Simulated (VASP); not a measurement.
# Rh (Fm-3m) in VASP: notebook

Runs on Rh. Level: PBE. Tasks: single point, relaxation of cell and atoms.

Everything below comes from runs of VASP 6.6.1. Logs are shortened: lines on timing, memory, paths and dates and some standing lists are left out, and cuts for length are marked.

### 1 The cell of the first run

The structure is cubic, space group Fm-3m (No. 225). The conventional cell has a = 3.830 Å, b = 3.830 Å, c = 3.830 Å, α = 90.00°, β = 90.00°, γ = 90.00°. Within 3.6 Å of Rh (site symmetry m-3m) lie 12 Rh at 2.71 Å.

### 2 Single point, PBE

File INCAR:

```
PREC     = Accurate       # precision mode
ENCUT    = 520            # plane-wave cutoff, eV
EDIFF    = 1E-7           # SCF threshold, eV
ISMEAR   = 1              # smearing method
SIGMA    = 0.1            # smearing width, eV
LREAL    = Auto         
LASPH    = T              # aspherical terms in the spheres
NELM     = 100            # most SCF steps
ALGO     = Normal         # electronic algorithm
ISIF     = 2              # what is computed and relaxed
LWAVE    = F              # write WAVECAR
LCHARG   = F              # write CHGCAR
GGA      = PE             # functional
NBANDS   = 134            # bands
```

File KPOINTS:

```
regular mesh
0
Gamma
  6 6 6
```

File POSCAR:

```
Rh
1.0
   -3.8296348835      3.8296348835      3.8296348835
    3.8296348835     -3.8296348835      3.8296348835
    3.8296348835      3.8296348835     -3.8296348835
Rh
16
Direct
    0.0000000000      0.0000000000      0.0000000000
    0.0000000000      0.2500000000      0.7500000000
    0.0000000000      0.5000000000      0.5000000000
    0.0000000000      0.7500000000      0.2500000000
    0.2500000000      0.0000000000      0.7500000000
    0.2500000000      0.2500000000      0.5000000000
    0.2500000000      0.5000000000      0.2500000000
    0.2500000000      0.7500000000      0.0000000000
    0.5000000000      0.0000000000      0.5000000000
    0.5000000000      0.2500000000      0.2500000000
    0.5000000000      0.5000000000      0.0000000000
    0.5000000000      0.7500000000      0.7500000000
    0.7500000000      0.0000000000      0.2500000000
    0.7500000000      0.2500000000      0.0000000000
    0.7500000000      0.5000000000      0.7500000000
    0.7500000000      0.7500000000      0.5000000000
```

Potentials or basis: VASP PAW PBE potentials, release 64 (Rh_pv).

Run with:

```sh
$ cat potpaw_PBE.64/Rh_pv/POTCAR > POTCAR
$ mpirun -np 1 vasp_std > vasp.out
```

OUTCAR:

```text
PREC = Accurate
   ENCUT = 520
   EDIFF = 1E-7
   ISMEAR = 1
   LREAL = Auto
   LASPH = T
   NELM = 100
   ISIF = 2
   GGA = PE

 ion  position               nearest neighbor table
   1  0.000  0.000  0.000-   2 2.71   4 2.71   5 2.71   6 2.71   7 2.71   8 2.71  10 2.71  13 2.71
                            14 2.71  16 2.71  15 2.71  12 2.71
   2  0.000  0.250  0.750-   1 2.71   3 2.71   5 2.71   6 2.71   7 2.71   8 2.71  11 2.71  14 2.71
                            15 2.71  13 2.71  16 2.71   9 2.71
   3  0.000  0.500  0.500-   2 2.71   4 2.71   5 2.71   6 2.71   7 2.71   8 2.71  12 2.71  15 2.71
                            16 2.71  14 2.71  13 2.71  10 2.71
   4  0.000  0.750  0.250-   1 2.71   3 2.71   5 2.71   6 2.71   7 2.71   8 2.71   9 2.71  13 2.71
                            16 2.71  15 2.71  14 2.71  11 2.71
   5  0.250  0.000  0.750-   1 2.71   2 2.71   6 2.71   8 2.71   9 2.71  10 2.71  11 2.71  12 2.71
                            14 2.71   4 2.71   3 2.71  16 2.71
   6  0.250  0.250  0.500-   2 2.71   3 2.71   5 2.71   7 2.71   9 2.71  10 2.71  11 2.71  12 2.71
                            15 2.71   1 2.71   4 2.71  13 2.71
   7  0.250  0.500  0.250-   3 2.71   4 2.71   6 2.71   8 2.71   9 2.71  10 2.71  11 2.71  12 2.71
                            16 2.71   2 2.71   1 2.71  14 2.71
   8  0.250  0.750  0.000-   1 2.71   4 2.71   5 2.71   7 2.71   9 2.71  10 2.71  11 2.71  12 2.71
                            13 2.71   3 2.71   2 2.71  15 2.71
   9  0.500  0.000  0.500-   2 2.71   5 2.71   6 2.71  10 2.71  12 2.71  13 2.71  14 2.71  15 2.71
                            16 2.71   8 2.71   7 2.71   4 2.71
  10  0.500  0.250  0.250-   3 2.71   6 2.71   7 2.71   9 2.71  11 2.71  13 2.71  14 2.71  15 2.71
                            16 2.71   5 2.71   8 2.71   1 2.71
  11  0.500  0.500  0.000-   4 2.71   7 2.71   8 2.71  10 2.71  12 2.71  13 2.71  14 2.71  15 2.71
                            16 2.71   6 2.71   5 2.71   2 2.71
  12  0.500  0.750  0.750-   1 2.71   5 2.71   8 2.71   9 2.71  11 2.71  13 2.71  14 2.71  15 2.71
                            16 2.71   7 2.71   6 2.71   3 2.71
  13  0.750  0.000  0.250-   1 2.71   2 2.71   3 2.71   4 2.71   6 2.71   9 2.71  10 2.71  14 2.71
                            16 2.71  12 2.71  11 2.71   8 2.71
  14  0.750  0.250  0.000-   1 2.71   2 2.71   3 2.71   4 2.71   7 2.71  10 2.71  11 2.71  13 2.71
                            15 2.71   9 2.71  12 2.71   5 2.71
  15  0.750  0.500  0.750-   1 2.71   2 2.71   3 2.71   4 2.71   8 2.71  11 2.71  12 2.71  14 2.71
                            16 2.71  10 2.71   9 2.71   6 2.71
  16  0.750  0.750  0.500-   1 2.71   2 2.71   3 2.71   4 2.71   5 2.71   9 2.71  12 2.71  13 2.71
                            15 2.71  11 2.71  10 2.71   7 2.71

  LATTYP: Found a body centered cubic cell.
 ALAT       =     7.6592697670

  Lattice vectors:

 A1 = (  -3.8296348835,   3.8296348835,   3.8296348835)
 A2 = (   3.8296348835,  -3.8296348835,   3.8296348835)
 A3 = (   3.8296348835,   3.8296348835,  -3.8296348835)

Analysis of symmetry for initial positions (statically):
[... 151 lines left out ...]
   IALGO  =     38    algorithm
   IMIX   =      4    mixing-type and parameters
     AMIX     =   0.40;   BMIX     =  1.00
     AMIX_MAG =   1.60;   BMIX_MAG =  1.00
  volume/ion in A,a.u.               =      14.04        94.76
  Fermi-wavevector in a.u.,A,eV,Ry     =   1.673534  3.162521 38.106056  2.800716
  Thomas-Fermi vector in A             =   2.758488
   LORBIT       =      0    0 simple, 1 ext, 2 COOP (PROOUT), +10 PAW based schemes
   GGA     = PE    functional components
   LHFCALC =     F    Hartree Fock is set to
   AEXX    =    0.0000 exact exchange contribution
   IVDW    =     0    specifies the selected vdW correction
   LEPSILON=     F    determine dielectric tensor
   LRPA    =     F    only Hartree local field effects (RPA)
 non-spin polarized calculation
 Methfessel and Paxton  Order N= 1 SIGMA  =   0.10
  energy-cutoff  :      520.00
  volume of cell :      224.66
 maximum number of plane-waves:      6094
 NGX is ok and might be reduce to    50

 number of electron     240.0000046 magnetization

 Free energy of the ion-electron system (eV)
  ---------------------------------------------------
  ext. energy  EPLUGINS =         0.00000000
  ---------------------------------------------------
  free energy    TOTEN  =      -116.20423973 eV

  energy without entropy =     -116.21045503  energy(sigma->0) =     -116.20631150

 E-fermi :  11.5401     XC(G=0): -13.8969

 val. band max:       11.5312311541   @ k =  -0.3333   0.5000   0.1667
 cond. band min:      11.5561570868   @ k =   0.1667   0.1667   0.0000
 fundamental gap:      0.0249259327
 Fermi energy:        11.5401018318

 k-point     1 :       0.0000    0.0000    0.0000
  band No.  band energies     occupation
      1     -35.4689      2.00000
      2     -35.4689      2.00000
      3     -35.4689      2.00000
      4     -35.3173      2.00000
      5     -35.3173      2.00000
      6     -35.3173      2.00000
[... 2149 lines left out ...]
    131      12.2776     -0.00000
    132      12.2777     -0.00000
 [bands above 132 left out]

------------------------ aborting loop because EDIFF is reached ----------------------------------------

  FORCE on cell =-STRESS in cart. coord.  units (eV):
  Direction    XX          YY          ZZ          XY          YZ          ZX
  --------------------------------------------------------------------------------------
  -------------------------------------------------------------------------------------
  Total       -0.0823858     -0.0823858     -0.0823858     -0.0000000      0.0000000      0.0000000
  in kB       -0.5875307     -0.5875307     -0.5875307     -0.0000000      0.0000000      0.0000000
  external PRESSURE =      -0.5875307 kB  Pullay stress =       0.0000000 kB

 VOLUME and BASIS-vectors are now :
 -----------------------------------------------------------------------------
  energy-cutoff  :      520.00
  volume of cell :      224.66
      direct lattice vectors                 reciprocal lattice vectors
    -3.829634883  3.829634883  3.829634883     0.000000000  0.130560749  0.130560749
     3.829634883 -3.829634883  3.829634883     0.130560749  0.000000000  0.130560749
     3.829634883  3.829634883 -3.829634883     0.130560749  0.130560749  0.000000000

 POSITION                                       TOTAL-FORCE (eV/Angst)
 -----------------------------------------------------------------------------------
      0.00000      0.00000      0.00000        -0.000000      0.000000     -0.000000
      3.82963      1.91482     -1.91482        -0.000000     -0.000000      0.000000
      3.82963      0.00000      0.00000         0.000000      0.000000      0.000000
      3.82963     -1.91482      1.91482         0.000000     -0.000000     -0.000000
      1.91482      3.82963     -1.91482        -0.000000      0.000000      0.000000
      1.91482      1.91482      0.00000        -0.000000      0.000000     -0.000000
[... 8 lines left out ...]
      1.91482      3.82963      1.91482        -0.000000      0.000000     -0.000000
      1.91482      1.91482      3.82963        -0.000000     -0.000000      0.000000
 -----------------------------------------------------------------------------------
    total drift:                               -0.000000      0.000000      0.000000

  FREE ENERGIE OF THE ION-ELECTRON SYSTEM (eV)
  ---------------------------------------------------
  free  energy   TOTEN  =      -116.2042397317 eV

  energy  without entropy=     -116.2104550320  energy(sigma->0) =     -116.20631150
```

stdout:

```text
POSCAR found type information on POSCAR Rh
 POSCAR found :  1 types and      16 ions
 scaLAPACK will be used
 LDA part: xc-table for (Slater+PW92), standard interpolation
 POSCAR, INCAR and KPOINTS ok, starting setup
 FFT: planning ... GRIDC
 FFT: planning ... GRID_SOFT
 FFT: planning ... GRID
 WAVECAR not read
 entering main loop
```

It took 16 min on 1 thread of Intel Xeon Platinum 8259CL at 2.50GHz (Skylake/Cascade Lake), shared host; peak memory 0.51 GiB.

Results:

```
Free energy            : -116.2042 eV
Pressure               : -0.1 GPa
Band gap on the k mesh : zero (bands 120 and 121 overlap by 0.46 eV)
```

### 3 Single point, PBE

This run uses another cell than the first one: it holds 1 atom, not 16.

File INCAR:

```
SYSTEM = Rh
  PREC = Accurate
  ENCUT = 520
  EDIFF = 1E-6
  ISMEAR = 1
  SIGMA = 0.1
  LREAL = .False.
  LASPH = .True.
  NELM = 100
  ALGO = Normal
  ISIF = 2
  LWAVE = .False.
  LCHARG = .False.
  GGA = PE
  NBANDS = 14
```

File KPOINTS:

```
regular mesh
0
Gamma
  17 17 17
  0 0 0
```

File POSCAR:

```
Rh
1.0
    0.0000000000      1.9148174417      1.9148174417
    1.9148174417      0.0000000000      1.9148174417
    1.9148174417      1.9148174417      0.0000000000
Rh
1
Direct
    0.0000000000      0.0000000000      0.0000000000
```

Potentials or basis: VASP PAW PBE potentials, release 64 (Rh_pv).

Run with:

```sh
$ cat potpaw_PBE.64/Rh_pv/POTCAR > POTCAR
$ mpirun -np 1 vasp_std > vasp.out
```

Run time: 28 s. Hardware: 1 thread of Intel Xeon Platinum 8488C (Sapphire Rapids), shared host; peak memory 0.14 GiB.

The run converged. Its results:

- Free energy: -7.2612 eV
- Pressure: 0.0 GPa
- Band gap on the k mesh: zero (an odd number of electrons rules out a gap without spin polarisation)

Levels at points of the mesh, in eV from the Fermi level:
| k point | band 5 | band 6 | band 7 | band 8 | band 9 | band 10 |
| --- | --- | --- | --- | --- | --- | --- |
| (0.00, 0.00, 0.00) | -2.99 | -2.99 | -2.99 | -0.97 | -0.97 | 16.00 |

### 4 Relaxation of cell and atoms, PBE

This run uses another cell than the first one: it holds 1 atom, not 16.

File INCAR:

```
  PREC = Accurate
  ENCUT = 600
  EDIFF = 1E-7
  ISMEAR = 1
  SIGMA = 0.1
  LREAL = F
  LASPH = T
  NELM = 60
  ALGO = Normal
  ISIF = 3
  LWAVE = F
  LCHARG = F
  GGA = PE
  IBRION = 2
  NSW = 80
  EDIFFG = -0.005
```

File KPOINTS:

```
regular mesh
0
Gamma
  17 17 17
```

File POSCAR:

```
Rh
1.0
    0.0000000000      1.9029861000      1.9029861000
    1.9029861000      0.0000000000      1.9029861000
    1.9029861000      1.9029861000      0.0000000000
Rh
1
Direct
    0.0000000000      0.0000000000      0.0000000000
```

Run with:

```sh
$ cat potpaw_PBE.64/Rh_pv/POTCAR > POTCAR
$ mpirun -np 1 vasp_std > vasp.out
```

It took 66 s on 1 thread of Intel Xeon Platinum 8488C (Sapphire Rapids), shared host; peak memory 0.16 GiB.

The run converged. Its results:

| Property | Result |
| --- | --- |
| Free energy | -7.2610 eV |
| Relaxed volume | 14.04 Å³/atom |
| Relaxed cell | a = 2.708 Å, b = 2.708 Å, c = 2.708 Å, α = 60.00°, β = 60.00°, γ = 60.00° |
| Space group after relaxing (to 0.1 Å) | Fm-3m (No. 225) |
| Energy gained by relaxing | 3.7 meV/atom |
| Ionic steps | 3 |
| Pressure after relaxing | 0.0 GPa |
| Band gap on the k mesh | zero (an odd number of electrons rules out a gap without spin polarisation) |

Step by step:
```tsv
step	energy change (eV)	largest force (eV/Å)	pressure (GPa)	volume (Å³)
1	0.0000	0.0000	4.89	13.78
2	0.0156	0.0000	-9.77	14.64
3	-0.0037	0.0000	-0.02	14.04
```

Final structure:
```
CELL_PARAMETERS angstrom
0.00000 1.91463 1.91463
1.91463 0.00000 1.91463
1.91463 1.91463 0.00000
ATOMIC_POSITIONS crystal
Rh 0.00000 0.00000 0.00000
```

Levels at points of the mesh, in eV from the Fermi level:
```
           k point  band 4  band 5  band 6  band 7  band 8  band 9  band 10  band 11
(0.00, 0.00, 0.00)   -7.82   -2.99   -2.99   -2.99   -0.97   -0.97    16.00    20.59
```

### 5 Single point, PBE

File INCAR:

```
  ALGO = Normal
  EDIFF = 1E-7
  ENCUT = 520
  GGA = PE
  ISIF = 2
  ISMEAR = 1
  LASPH = True
  LCHARG = False
  LREAL = Auto
  LWAVE = False
  NBANDS = 134
  NELM = 60
  PREC = Accurate
  SIGMA = 0.1
```

File KPOINTS:

```
k-points
0
Gamma
  3 3 3
```

File POSCAR:

```
Rh
1.0
   -3.8296348835      3.8296348835      3.8296348835
    3.8296348835     -3.8296348835      3.8296348835
    3.8296348835      3.8296348835     -3.8296348835
Rh
16
Direct
    0.0000000000      0.0000000000      0.0000000000
    0.0000000000      0.2500000000      0.7500000000
    0.0000000000      0.5000000000      0.5000000000
    0.0000000000      0.7500000000      0.2500000000
    0.2500000000      0.0000000000      0.7500000000
    0.2500000000      0.2500000000      0.5000000000
    0.2500000000      0.5000000000      0.2500000000
    0.2500000000      0.7500000000      0.0000000000
    0.5000000000      0.0000000000      0.5000000000
    0.5000000000      0.2500000000      0.2500000000
    0.5000000000      0.5000000000      0.0000000000
    0.5000000000      0.7500000000      0.7500000000
    0.7500000000      0.0000000000      0.2500000000
    0.7500000000      0.2500000000      0.0000000000
    0.7500000000      0.5000000000      0.7500000000
    0.7500000000      0.7500000000      0.5000000000
```

Potentials or basis: VASP PAW PBE potentials, release 64 (Rh_pv).

Run with:

```sh
$ cat potpaw_PBE.64/Rh_pv/POTCAR > POTCAR
$ mpirun -np 1 vasp_std > vasp.out
```

OUTCAR:

```text
EDIFF = 1E-7
   ENCUT = 520
   GGA = PE
   ISIF = 2
   ISMEAR = 1
   LASPH = True
   LREAL = Auto
   NELM = 60
   PREC = Accurate

 ion  position               nearest neighbor table
   1  0.000  0.000  0.000-   2 2.71   4 2.71   5 2.71   6 2.71   7 2.71   8 2.71  10 2.71  13 2.71
                            14 2.71  16 2.71  15 2.71  12 2.71
   2  0.000  0.250  0.750-   1 2.71   3 2.71   5 2.71   6 2.71   7 2.71   8 2.71  11 2.71  14 2.71
                            15 2.71  13 2.71  16 2.71   9 2.71
   3  0.000  0.500  0.500-   2 2.71   4 2.71   5 2.71   6 2.71   7 2.71   8 2.71  12 2.71  15 2.71
                            16 2.71  14 2.71  13 2.71  10 2.71
[... 764 lines left out ...]
  external PRESSURE =      -4.1129970 kB  Pullay stress =       0.0000000 kB

 VOLUME and BASIS-vectors are now :
 -----------------------------------------------------------------------------
  energy-cutoff  :      520.00
  volume of cell :      224.66
      direct lattice vectors                 reciprocal lattice vectors
    -3.829634883  3.829634883  3.829634883     0.000000000  0.130560749  0.130560749
     3.829634883 -3.829634883  3.829634883     0.130560749  0.000000000  0.130560749
     3.829634883  3.829634883 -3.829634883     0.130560749  0.130560749  0.000000000

 POSITION                                       TOTAL-FORCE (eV/Angst)
 -----------------------------------------------------------------------------------
      0.00000      0.00000      0.00000        -0.000000      0.000000     -0.000000
      3.82963      1.91482     -1.91482        -0.000000     -0.000000      0.000000
      3.82963      0.00000      0.00000         0.000000     -0.000000      0.000000
      3.82963     -1.91482      1.91482         0.000000      0.000000     -0.000000
      1.91482      3.82963     -1.91482        -0.000000      0.000000      0.000000
      1.91482      1.91482      0.00000        -0.000000     -0.000000      0.000000
[... 8 lines left out ...]
      1.91482      3.82963      1.91482         0.000000      0.000000      0.000000
      1.91482      1.91482      3.82963         0.000000      0.000000     -0.000000
 -----------------------------------------------------------------------------------
    total drift:                               -0.000000      0.000000      0.000000

  FREE ENERGIE OF THE ION-ELECTRON SYSTEM (eV)
  ---------------------------------------------------
  free  energy   TOTEN  =      -116.3827054300 eV

  energy  without entropy=     -116.3924936247  energy(sigma->0) =     -116.38596816
```

OSZICAR:

```text
N       E                     dE             d eps       ncg     rms          rms(c)
DAV:   1     0.350165476162E+04    0.35017E+04   -0.14556E+05  1104   0.209E+03
DAV:   2     0.641425228925E+02   -0.34375E+04   -0.33787E+04  1096   0.676E+02
DAV:   3    -0.112789481475E+03   -0.17693E+03   -0.16060E+03  1278   0.144E+02
DAV:   4    -0.123684441513E+03   -0.10895E+02   -0.10129E+02  1320   0.259E+01
DAV:   5    -0.124504868702E+03   -0.82043E+00   -0.80279E+00  1230   0.438E+00    0.384E+01
DAV:   6    -0.116678280652E+03    0.78266E+01   -0.33843E+01  1150   0.211E+01    0.128E+01
DAV:   7    -0.116431124249E+03    0.24716E+00   -0.12384E+00  1298   0.315E+00    0.568E+00
DAV:   8    -0.116389079252E+03    0.42045E-01   -0.11572E-01  1086   0.168E+00    0.135E+00
DAV:   9    -0.116382645724E+03    0.64335E-02   -0.96611E-03  1158   0.480E-01    0.528E-02
DAV:  10    -0.116382720006E+03   -0.74282E-04   -0.20165E-04  1302   0.462E-02    0.205E-02
DAV:  11    -0.116382703980E+03    0.16027E-04   -0.22778E-05  1192   0.161E-02    0.178E-03
DAV:  12    -0.116382704868E+03   -0.88804E-06   -0.36686E-07   898   0.238E-03    0.647E-04
DAV:  13    -0.116382705457E+03   -0.58919E-06   -0.24618E-08   542   0.570E-04    0.340E-04
DAV:  14    -0.116382705430E+03    0.26797E-07   -0.51411E-09   554   0.253E-04
   1 F= -.11638271E+03 E0= -.11638597E+03  d E =0.978819E-02
```

Wall time 6 min (1 thread of Intel Xeon Platinum 8488C (Sapphire Rapids), shared host); peak memory 0.38 GiB.

Results:

```
Free energy            : -116.3827 eV
Pressure               : -0.4 GPa
Band gap on the k mesh : zero (bands 120 and 121 overlap by 0.03 eV)
```

Caveat: the k points lie up to 0.39 Å⁻¹ apart.

### 6 Overview

```csv
task,cell,k mesh,cutoff (eV),gap on the mesh (eV),pressure (GPa)
single point,"a = 6.633 Å, angles 109.5°, 16 atoms, atomic positions A",6 × 6 × 6,520,none,-0.1
single point,"a = 2.708 Å, angles 60.0°, 1 atom, atomic positions B",17 × 17 × 17,520,none,0.0
relaxation of cell and atoms,"relaxed from a = 2.691 Å, angles 60.0°, 1 atom, atomic positions B",17 × 17 × 17,600,none,0.0
single point,"a = 6.633 Å, angles 109.5°, 16 atoms, atomic positions A",3 × 3 × 3,520,none,-0.4
```

Alike in all rows: level PBE; potentials or basis VASP PAW PBE potentials, release 64 (Rh_pv); no spin polarisation; smearing methfessel-paxton 0.1 eV.

Caveats: some runs use coarse meshes.

Total energies depend on the potentials used, so only differences within one code and one set of settings carry meaning.
